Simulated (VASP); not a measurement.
# BaTiO3 (Barioperovskite) (Amm2) in VASP: notebook, part 2 of 2

VASP 6.6.1.

### 5 Single point, PBE

This run uses another cell than the first one, of 12.61 Å³/atom, 0.980 times its volume.

The input, INCAR:

```
SYSTEM = BaTiO3
PREC     = Accurate       ! precision mode
ENCUT    = 520            ! plane-wave cutoff, eV
EDIFF    = 1E-7           ! SCF threshold, eV
ISMEAR   = -1             ! smearing method
SIGMA    = 0.05           ! smearing width, eV
LREAL    = .FALSE.        ! projectors in reciprocal space
LASPH    = .TRUE.         ! aspherical terms in the spheres
NELM     = 100            ! most SCF steps
ALGO     = Normal         ! electronic algorithm
ISIF     = 2              ! what is computed and relaxed
LWAVE    = .FALSE.        ! write WAVECAR
LCHARG   = .FALSE.        ! write CHGCAR
GGA      = PE             ! functional
NBANDS   = 28             ! bands
```

The input, KPOINTS:

```
Automatic mesh
0
G
  7 7 7
  0 0 0
```

The input, POSCAR:

```
BaTiO3
1.0
    3.9587508719      0.0000000000      0.0000000000
    0.0000000000      2.8178598290      2.8260544582
    0.0000000000     -2.8178598290      2.8260544582
Ba Ti O
1 1 3
Direct
    0.0000000000      0.0000000000      0.0000000000
    0.5000000000      0.5124000000      0.5124000000
    0.5000000000      0.9918400000      0.5052400000
    0.5000000000      0.5052400000      0.9918400000
    0.0000000000      0.4874000000      0.4874000000
```

Potentials or basis: VASP PAW PBE potentials, release 64 (Ba_sv, Ti_sv, O).

On the command line:

```bash
$ cat potpaw_PBE.64/Ba_sv/POTCAR potpaw_PBE.64/Ti_sv/POTCAR potpaw_PBE.64/O/POTCAR > POTCAR
$ mpirun -np 1 vasp_std > vasp.out
```

OUTCAR:

```text
SYSTEM = BaTiO3
   PREC = Accurate
   ENCUT = 520
   EDIFF = 1E-7
   ISMEAR = -1
   LREAL = .FALSE.
   LASPH = .TRUE.
   NELM = 100
   ISIF = 2
   GGA = PE

 ion  position               nearest neighbor table
   1  0.000  0.000  0.000-   5 2.75   4 2.80   3 2.80   3 2.80   4 2.80   5 2.82   5 2.82   4 2.83
                             3 2.83   3 2.83   4 2.83   5 2.90   2 3.39   2 3.39   2 3.44   2 3.44
   2  0.500  0.512  0.512-   3 1.91   4 1.91   5 1.98   5 1.98   3 2.08   4 2.08   1 3.39   1 3.39
                             1 3.44   1 3.44   1 3.44   1 3.44   1 3.51   1 3.51
[... 953 lines left out ...]
  -------------------------------------------------------------------------------------
  Total        3.1442501      3.1950335      2.9312274      0.0000000      0.0000000      0.0000000
  in kB       79.8986754     81.1891360     74.4855463      0.0000000      0.0000000      0.0000000
  external PRESSURE =      78.5244526 kB  Pullay stress =       0.0000000 kB

 VOLUME and BASIS-vectors are now :
 -----------------------------------------------------------------------------
  energy-cutoff  :      520.00
  volume of cell :       63.05
      direct lattice vectors                 reciprocal lattice vectors
     3.958750872  0.000000000  0.000000000     0.252604933  0.000000000  0.000000000
     0.000000000  2.817859829  2.826054458     0.000000000  0.177439628  0.176925111
     0.000000000 -2.817859829  2.826054458     0.000000000 -0.177439628  0.176925111

 POSITION                                       TOTAL-FORCE (eV/Angst)
 -----------------------------------------------------------------------------------
      0.00000      0.00000      0.00000         0.000000      0.000000      0.157825
      1.97938      0.00000      2.89614         0.000000      0.000000      0.038762
      1.97938      1.37117      4.23083         0.000000      0.101763     -0.202310
      1.97938     -1.37117      4.23083         0.000000     -0.101763     -0.202310
      0.00000      0.00000      2.75484         0.000000      0.000000      0.208034
 -----------------------------------------------------------------------------------
    total drift:                                0.000000      0.000001      0.000412

  FREE ENERGIE OF THE ION-ELECTRON SYSTEM (eV)
  ---------------------------------------------------
  free  energy   TOTEN  =       -39.9242177770 eV

  energy  without entropy=      -39.9242177767  energy(sigma->0) =      -39.92421778
```

Run time: 2.7 min. Hardware: 1 thread of AMD EPYC 7R43 (Zen 3), shared host; peak memory 0.21 GiB.

What came out:

```
Free energy            : -39.9242 eV
Pressure               : 7.9 GPa
Largest force          : 0.226 eV/Å
Band gap on the k mesh : 1.96 eV, indirect (least direct gap 2.08 eV)
```

Forces on the atoms (eV/Å):
```
Ba   0.000  0.000  0.158
Ti   0.000  0.000  0.039
O    0.000  0.102 -0.202
O    0.000 -0.102 -0.202
O    0.000  0.000  0.208
```

Levels at points of the mesh, in eV from the valence-band top:
```csv
k point,band 16,band 17,band 18,band 19,band 20,band 21,band 22,band 23,band 24,band 25
"(0.00, 0.00, 0.00)",-1.10,-1.05,-0.27,-0.16,-0.12,1.96,2.03,2.19,4.23,4.27
```

Caveat: spin-orbit coupling is left out, which moves the levels of the heavy elements. A k mesh can miss the band edges.

### 6 Single point, PBE

The input, INCAR:

```
SYSTEM = BaTiO3
ALGO = Normal
EDIFF = 1E-6
ENCUT = 520
GGA = PE
ISIF = 2
ISMEAR = -1
LASPH = .TRUE.
LCHARG = .FALSE.
LREAL = .FALSE.
LWAVE = .FALSE.
NBANDS = 28
NELM = 60
PREC = Accurate
SIGMA = 0.05
```

The input, KPOINTS:

```
k-points
0
G
  7 7 7
  0 0 0
```

POSCAR, as its differences from that of step 5:

```diff
@@ -2,5 +2,5 @@
 1.0
-    3.9587508719      0.0000000000      0.0000000000
-    0.0000000000      2.8178598290      2.8260544582
-    0.0000000000     -2.8178598290      2.8260544582
+    3.9855000000      0.0000000000      0.0000000000
+    0.0000000000      2.8369000000      2.8451500000
+    0.0000000000     -2.8369000000      2.8451500000
 Ba Ti O
```

Potentials or basis: VASP PAW PBE potentials, release 64 (Ba_sv, Ti_sv, O).

On the command line:

```bash
$ cat potpaw_PBE.64/Ba_sv/POTCAR potpaw_PBE.64/Ti_sv/POTCAR potpaw_PBE.64/O/POTCAR > POTCAR
$ mpirun -np 1 vasp_std > vasp.out
```

Run time: 2.5 min. Hardware: 1 thread of AMD EPYC 7R43 (Zen 3), shared host; peak memory 0.21 GiB.

It converged, with:

```
Free energy            : -39.9734 eV
Pressure               : 4.1 GPa
Largest force          : 0.259 eV/Å
Band gap on the k mesh : 1.92 eV, indirect (least direct gap 2.06 eV)
```

Forces in eV/Å, atoms in the order of the input:
```
Ba   0.000  0.000  0.154
Ti   0.000  0.000  0.144
O    0.000  0.027 -0.258
O    0.000 -0.027 -0.258
O    0.000  0.000  0.217
```

Stress tensor (GPa, compression positive):
```
4.22 0.00 0.00
0.00 4.35 0.00
0.00 0.00 3.71
```

Levels at points of the mesh, in eV from the valence-band top:
| k point | band 17 | band 18 | band 19 | band 20 | band 21 | band 22 | band 23 | band 24 |
| --- | --- | --- | --- | --- | --- | --- | --- | --- |
| (0.00, 0.00, 0.00) | -1.02 | -0.29 | -0.18 | -0.14 | 1.92 | 1.98 | 2.14 | 4.08 |

Caveat: spin-orbit coupling is left out, which moves the levels of the heavy elements.

### 7 The runs side by side

| cell | gap on the mesh (eV) | pressure (GPa) | largest force (eV/Å) |
| --- | --- | --- | --- |
| a = 3.986, b = 4.018, c = 4.018 Å, angles 89.8, 90.0, 90.0°, 5 atoms | 1.92 | 4.1 | 0.26 |
| a = 3.904, b = 3.936, c = 3.936 Å, angles 89.8, 90.0, 90.0°, 5 atoms | 2.05 | 16.7 | 0.28 |
| a = 3.932, b = 3.964, c = 3.964 Å, angles 89.8, 90.0, 90.0°, 5 atoms | 2.01 | 12.1 | 0.23 |
| a = 3.959, b = 3.991, c = 3.991 Å, angles 89.8, 90.0, 90.0°, 5 atoms | 1.96 | 7.9 | 0.23 |

Alike in all rows: task single point; level PBE; potentials or basis VASP PAW PBE potentials, release 64 (Ba_sv, Ti_sv, O); no spin polarisation; k mesh 7 × 7 × 7; cutoff (eV) 520; smearing fermi-dirac 0.05 eV.

Caveats: spin-orbit coupling is left out, which moves the levels of the heavy elements.

Absolute energies hang on the potentials; compare differences alone.
